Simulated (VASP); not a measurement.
Here is a VASP 6.6.1 calculation.

Contents of INCAR:

```
PREC = Accurate
ENCUT = 520
EDIFF = 1E-6
ISMEAR = 0
SIGMA = 0.05
LREAL = False
LASPH = True
NELM = 60
ALGO = Normal
ISIF = 2
LWAVE = False
LCHARG = False
GGA = PE
NBANDS = 35
```

File KPOINTS:

```
regular mesh
0
Gamma
  6 6 8
```

POSCAR

```
SnO2
1.0
    4.8277049961      0.0000000000      0.0000000000
    0.0000000000      4.8277049961      0.0000000000
    0.0000000000      0.0000000000      3.2379909406
Sn O
2 4
Direct
    0.0034111712     -0.0027278649      0.0000000000
    0.5021770676      0.4992619069      0.5000000000
    0.3066050863      0.2963210423      0.0000000000
    0.1726629987      0.8297475551      0.5000000000
    0.6933949137      0.6831108697      0.0000000000
    0.7858731713      0.2165373825      0.5000000000
```

Potentials or basis: VASP PAW PBE potentials, release 64 (Sn_d, O).

Run with:

```console
$ cat potpaw_PBE.64/Sn_d/POTCAR potpaw_PBE.64/O/POTCAR > POTCAR
$ mpirun -np 1 vasp_std > vasp.out
```

Question: Estimate the pressure.

Answer: 4.2 GPa.

Question: Predict the band gap on the k mesh.

Answer: 0.64 eV, direct.

Question: Predict the largest force.

Answer: 3.298 eV/Å.

Stress tensor (GPa, compression positive):
```
 3.82 -2.66  0.00
-2.66  3.77  0.00
 0.00  0.00  5.06
```

Caveat: the cell differs from its parent crystal (mode 15 (547.8 1/cm) frozen in, largest displacement -0.150 Å); spin-orbit coupling is left out, which moves the levels of the heavy elements; forces of over 1 eV/Å act on the atoms, so gaps and moduli don't describe the material at rest.
